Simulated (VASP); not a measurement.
# MoS2 (R3m) in VASP: dielectric tensor with PBE

Aim: the dielectric tensor of MoS2 with PBE.

All numbers are computed with VASP 6.6.1; they aren't measurements. Logs are shortened: lines on timing, memory, paths and dates and some standing lists are left out, and cuts for length are marked.

## Step 1: The cell of the first run

The structure is trigonal, space group R3m (No. 160). Conventional cell: a = 3.175 Å, b = 3.175 Å, c = 18.582 Å, α = 90.00°, β = 90.00°, γ = 120.00°. Mo (site symmetry 3m) has 6 S at 2.40 Å and 6 Mo at 3.18 Å within 3.2 Å. S (site symmetry 3m) has 3 Mo at 2.40 Å and 7 S at 3.11 to 3.18 Å within 3.2 Å. S (site symmetry 3m) has 3 Mo at 2.40 Å and 7 S at 3.11 to 3.18 Å within 3.2 Å.

## Step 2: Dielectric tensor, PBE

Input file INCAR:

```
PREC     = Accurate       # precision mode
ENCUT    = 520            # plane-wave cutoff, eV
EDIFF    = 1E-8           # SCF threshold, eV
ISMEAR   = 0              # smearing method
SIGMA    = 0.01           # smearing width, eV
LREAL    = False          # projectors in reciprocal space
LASPH    = True           # aspherical terms in the spheres
NELM     = 60             # most SCF steps
ALGO     = Normal         # electronic algorithm
ISIF     = 2              # what is computed and relaxed
LWAVE    = False          # write WAVECAR
LCHARG   = False          # write CHGCAR
GGA      = PE             # functional
LEPSILON = True           # dielectric tensor by DFPT
```

Input file KPOINTS:

```
Automatic mesh
0
Gamma
  8 8 8
```

Input file POSCAR:

```
MoS2
1.0
    1.5875903429      0.9165957119      6.1939280739
   -1.5875903429      0.9165957119      6.1939280739
    0.0000000000     -1.8331914237      6.1939280739
Mo S
1 2
Direct
    0.0000965174      0.0000965174      0.0000965174
    0.2497906778      0.2497906778      0.2497906778
    0.4171128049      0.4171128049      0.4171128049
```

Potentials or basis: VASP PAW PBE potentials, release 64 (Mo_sv, S).

Run with:

```
> cat potpaw_PBE.64/Mo_sv/POTCAR potpaw_PBE.64/S/POTCAR > POTCAR
> mpirun -np 1 vasp_std > vasp.out
```

OUTCAR:

```text
PREC = Accurate
   ENCUT = 520
   EDIFF = 1E-8
   ISMEAR = 0
   LREAL = False
   LASPH = True
   NELM = 60
   ISIF = 2
   GGA = PE
   LEPSILON = True

 ion  position               nearest neighbor table
   1  0.000  0.000  0.000-   2 2.40   2 2.40   2 2.40   3 2.40   3 2.40   3 2.40
   2  0.250  0.250  0.250-   1 2.40   1 2.40   1 2.40
   3  0.417  0.417  0.417-   1 2.40   1 2.40   1 2.40

  LATTYP: Found a trigonal (rhomboedric) cell.
 ALAT       =     6.4595151351
 COS(alpha) =     0.8791888406

  Lattice vectors:

 A1 = (   1.5875903429,   0.9165957119,   6.1939280739)
 A2 = (  -1.5875903429,   0.9165957119,   6.1939280739)
 A3 = (   0.0000000000,  -1.8331914237,   6.1939280739)

Analysis of symmetry for initial positions (statically):
=====================================================================
 Subroutine PRICEL returns:
 Original cell was already a primitive cell.

 Routine SETGRP: Setting up the symmetry group for a
 trigonal (rhombohedral) supercell.

 Subroutine GETGRP returns: Found  6 space group operations
 (whereof  6 operations were pure point group operations)
 out of a pool of 12 trial point group operations.

The static configuration has the point symmetry C_3v.

Analysis of symmetry for dynamics (positions and initial velocities):
=====================================================================
 Subroutine PRICEL returns:
 Original cell was already a primitive cell.

 Routine SETGRP: Setting up the symmetry group for a
 trigonal (rhombohedral) supercell.

 Subroutine GETGRP returns: Found  6 space group operations
 (whereof  6 operations were pure point group operations)
 out of a pool of 12 trial point group operations.

The dynamic configuration has the point symmetry C_3v.

 Subroutine INISYM returns: Found  6 space group operations
 (whereof  6 operations are pure point group operations),
 and found     1 'primitive' translations

----------------------------------------------------------------------------------------

                                     Primitive cell

  volume of cell :      54.0796

  direct lattice vectors                    reciprocal lattice vectors
     1.587590343  0.916595712  6.193928074     0.314942707  0.181832257  0.053816145
    -1.587590343  0.916595712  6.193928074    -0.314942707  0.181832257  0.053816145
     0.000000000 -1.833191424  6.193928074     0.000000000 -0.363664513  0.053816145

  length of vectors
     6.459515135  6.459515135  6.459515135     0.367624884  0.367624884  0.367624884

  position of ions in fractional coordinates (direct lattice)
     0.000096517  0.000096517  0.000096517
     0.249790678  0.249790678  0.249790678
     0.417112805  0.417112805  0.417112805

  ion indices of the primitive-cell ions
   primitive index   ion index
                 1           1
                 2           2
                 3           3

----------------------------------------------------------------------------------------

 KPOINTS: Automatic mesh

Automatic generation of k-mesh.
 Grid dimensions read from file:
 generate k-points for:    8    8    8

 Generating k-lattice:

  Cartesian coordinates                     Fractional coordinates (reciprocal lattice)
     0.039367838  0.022729032  0.006727018     0.125000000 -0.000000000  0.000000000
    -0.039367838  0.022729032  0.006727018    -0.000000000  0.125000000  0.000000000
[... 79 lines left out ...]
  volume/ion in A,a.u.               =      18.03       121.65
  Fermi-wavevector in a.u.,A,eV,Ry     =   1.282492  2.423559 22.378674  1.644786
  Thomas-Fermi vector in A             =   2.414800
   LORBIT       =      0    0 simple, 1 ext, 2 COOP (PROOUT), +10 PAW based schemes
   GGA     = PE    functional components
   LHFCALC =     F    Hartree Fock is set to
   AEXX    =    0.0000 exact exchange contribution
   IVDW    =     0    specifies the selected vdW correction
   LEPSILON=     T    determine dielectric tensor
   LRPA    =     F    only Hartree local field effects (RPA)
 non-spin polarized calculation
 Gauss-broadening in eV      SIGMA  =   0.01
  energy-cutoff  :      520.00
  volume of cell :       54.08
 maximum number of plane-waves:      1476
   NGX = 23   NGY = 23   NGZ = 23

--------------------------------------- Ionic step        1  -------------------------------------------

 number of electron      25.9999998 magnetization

 E-fermi :   7.4400     XC(G=0): -10.7467

 val. band max:        7.3995659824   @ k =   0.5000   0.5000   0.5000
 cond. band min:       8.4556865566   @ k =  -0.2500   0.1250   0.0000
 fundamental gap:      1.0561205741
 Fermi energy:         7.4399848772

 k-point     1 :       0.0000    0.0000    0.0000
  band No.  band energies     occupation
      1     -54.1375      2.00000
      2     -28.2869      2.00000
      3     -28.0741      2.00000
      4     -28.0741      2.00000
      5      -7.5587      2.00000
      6      -5.9107      2.00000
[... 457 lines left out ...]
      4     -28.1185      2.00000
      5      -6.6487      2.00000
      6      -5.7167      2.00000
[... 9 lines left out ...]
     16       9.9127      0.00000
     17      10.4146      0.00000

 [... further k-points ...]

  FORCE on cell =-STRESS in cart. coord.  units (eV):
  Direction    XX          YY          ZZ          XY          YZ          ZX
  --------------------------------------------------------------------------------------
  -------------------------------------------------------------------------------------
  Total        0.6144090      0.6144090      1.0622208      0.0000000      0.0000000      0.0000000
  in kB       18.2026448     18.2026448     31.4696339      0.0000000      0.0000000      0.0000000
  external PRESSURE =      22.6249745 kB  Pullay stress =       0.0000000 kB

 VOLUME and BASIS-vectors are now :
 -----------------------------------------------------------------------------
  energy-cutoff  :      520.00
  volume of cell :       54.08
      direct lattice vectors                 reciprocal lattice vectors
     1.587590343  0.916595712  6.193928074     0.314942707  0.181832257  0.053816145
    -1.587590343  0.916595712  6.193928074    -0.314942707  0.181832257  0.053816145
     0.000000000 -1.833191424  6.193928074     0.000000000 -0.363664513  0.053816145

 POSITION                                       TOTAL-FORCE (eV/Angst)
 -----------------------------------------------------------------------------------
      0.00000      0.00000      0.00179         0.000000      0.000000      0.001514
      0.00000      0.00000      4.64156         0.000000     -0.000000     -0.098425
      0.00000      0.00000      7.75070         0.000000      0.000000      0.096911
 -----------------------------------------------------------------------------------
    total drift:                                0.000000      0.000000     -0.000012

  FREE ENERGIE OF THE ION-ELECTRON SYSTEM (eV)
  ---------------------------------------------------
  free  energy   TOTEN  =       -21.8132827846 eV

  energy  without entropy=      -21.8132827846  energy(sigma->0) =      -21.81328278

 HEAD OF MICROSCOPIC STATIC DIELECTRIC TENSOR (INDEPENDENT PARTICLE, excluding Hartree and local field effects)
 ------------------------------------------------------
          16.100809     0.000000     0.000000
           0.000000    16.100809     0.000000
           0.000000     0.000000     9.603980
 ------------------------------------------------------

 Free energy of the ion-electron system (eV)
  ---------------------------------------------------
  ---------------------------------------------------
  free energy    TOTEN  =        -2.29746088 eV

  energy without entropy =       -2.29746088

------------------------ aborting loop because EDIFF is reached ----------------------------------------

--------------------------------------- Ionic step        2  -------------------------------------------

------------------------ aborting loop because EDIFF is reached ----------------------------------------

--------------------------------------- Ionic step        3  -------------------------------------------

 Free energy of the ion-electron system (eV)
  ---------------------------------------------------
  ---------------------------------------------------
  free energy    TOTEN  =        -0.83547262 eV

  energy without entropy =       -0.83547262

------------------------ aborting loop because EDIFF is reached ----------------------------------------

 PIEZOELECTRIC TENSOR FIELD DIRECTION 3  (e Angst)
 -----------------------------------------------------------------------------
    -0.01585  0.00000  0.00000           ( -0.00109  0.00000  0.00000)
     0.00000 -0.01585  0.00000           (  0.00000 -0.00109  0.00000)
    -0.00000  0.00000  0.19182           (  0.00000  0.00000  0.00004)

 PIEZOELECTRIC TENSOR FIELD DIRECTION 3  (C/m^2)
 -----------------------------------------------------------------------------
    -0.00469  0.00000  0.00000
     0.00000 -0.00469  0.00000
    -0.00000  0.00000  0.05683

 MACROSCOPIC STATIC DIELECTRIC TENSOR (including local field effects in DFT)
 ------------------------------------------------------
          15.288280     0.000000     0.000000
           0.000000    15.288280     0.000000
           0.000000     0.000000     6.228116
 ------------------------------------------------------

 PIEZOELECTRIC TENSOR (including local field effects)  for field in x, y, z        (e  Angst)
          XX          YY          ZZ          XY          YZ          ZX
  --------------------------------------------------------------------------------
  x     0.00000     0.00000     0.00000     1.73924     0.00000     0.06787
  y     1.73924    -1.73924     0.00000     0.00000     0.06787     0.00000
  z    -0.01585    -0.01585     0.19182     0.00000     0.00000     0.00000

 PIEZOELECTRIC TENSOR (including local field effects)  for field in x, y, z        (C/m^2)
          XX          YY          ZZ          XY          YZ          ZX
  --------------------------------------------------------------------------------
  x     0.00000     0.00000     0.00000     0.51527     0.00000     0.02011
  y     0.51527    -0.51527     0.00000     0.00000     0.02011     0.00000
  z    -0.00469    -0.00469     0.05683     0.00000     0.00000     0.00000

 BORN EFFECTIVE CHARGES (including local field effects) (in |e|, cummulative output)
 ---------------------------------------------------------------------------------
 ion    1
    1    -0.96297     0.00000     0.00000
    2     0.00000    -0.96297    -0.00000
    3     0.00000    -0.00000    -0.61141
 ion    2
    1     0.48797     0.00000     0.00000
    2     0.00000     0.48797     0.00000
    3     0.00000     0.00000     0.34238
 ion    3
    1     0.47500     0.00000     0.00000
    2     0.00000     0.47500     0.00000
    3     0.00000     0.00000     0.26903
```

It took 64 min on 1 thread of Intel Xeon 8259CL, shared host; peak memory 0.77 GiB.

What came out:

```yaml
Band_gap_on_the_k_mesh: 1.06 eV (least direct gap 1.99 eV)
Electronic_dielectric_tensor_diagonal: 15.29, 15.29, 6.23
Born_charges_mean_of_the_diagonal: Mo -0.85; S +0.44, +0.41 e
```

Electronic dielectric tensor:
```
15.29  0.00  0.00
 0.00 15.29  0.00
 0.00  0.00  6.23
```

Born effective charge tensors (e):
atom 1, Mo
```
-0.96  0.00  0.00
 0.00 -0.96  0.00
 0.00  0.00 -0.61
```
atom 2, S
```
0.49 0.00 0.00
0.00 0.49 0.00
0.00 0.00 0.34
```
atom 3, S
```
0.47 0.00 0.00
0.00 0.47 0.00
0.00 0.00 0.27
```
